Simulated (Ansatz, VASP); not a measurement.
# Two plane-wave programs on AlN

File INCAR:

```
SYSTEM = AlN
PREC     = Accurate       ! precision mode
ENCUT    = 520            ! plane-wave cutoff, eV
EDIFF    = 1E-6           ! SCF threshold, eV
ISMEAR   = 0              ! smearing method
SIGMA    = 0.05           ! smearing width, eV
LREAL    = .False.        ! projectors in reciprocal space
LASPH    = .True.         ! aspherical terms in the spheres
NELM     = 100            ! most SCF steps
ALGO     = Normal         ! electronic algorithm
ISIF     = 2              ! what is computed and relaxed
LWAVE    = .False.        ! write WAVECAR
LCHARG   = .True.         ! write CHGCAR
GGA      = RE             ! functional
LELF     = .True.         ! ELF
LVHAR    = .True.       
NBANDS   = 11             ! bands
```

KPOINTS

```
regular mesh
0
Gamma
  10 10 10
  0 0 0
```

Contents of POSCAR:

```
AlN
1.0
    0.0000000000      2.0168635652      2.0168635652
    2.0168635652      0.0000000000      2.0168635652
    2.0168635652      2.0168635652      0.0000000000
Al N
1 1
Direct
    0.0000000000      0.0000000000      0.0000000000
    0.5000000000      0.5000000000      0.5000000000
```

Input for Ansatz:

```yaml
crystal:
  lattice:
    - [0.0, 2.0168635652, 2.0168635652]
    - [2.0168635652, 0.0, 2.0168635652]
    - [2.0168635652, 2.0168635652, 0.0]
  atoms:
    - { symbol: Al, position: [0.0, 0.0, 0.0] }
    - { symbol: "N", position: [0.5, 0.5, 0.5] }
basis:
  ecutwfc: 420
  ecutrho_ratio: 4
kpoints:
  mp_grid: { grid: [10, 10, 10] }
hamiltonian:
  xc: revpbe
scf:
  occupations: { method: gaussian, width: 0.05 }
output:
  forces: true
  stress: true
  eigenvalues: true
```

Alike in both runs: task single point; functional revPBE; k mesh 10 × 10 × 10; occupations gaussian, width 0.05 eV; no spin polarisation.

|  | VASP | Ansatz |
| --- | --- | --- |
| version | VASP 6.6.1 | Ansatz 0.2.0 |
| potentials or method | VASP PAW PBE potentials, release 64 (Al, N), cutoff 520 eV | scalar-relativistic, plane waves, PAW |
| valence electrons in the cell | 8 | 8 |

|  | VASP | Ansatz | Ansatz less VASP |
| --- | --- | --- | --- |
| gap on the k mesh at the Fermi level (eV) | 4.77 | 4.79 | +0.026 |
| least direct gap on the mesh (eV) | 5.80 | 5.78 | -0.015 |
| pressure (GPa) | 10.2 | 10.9 | +0.72 |

VASP's potentials were made for PBE, not for revPBE.
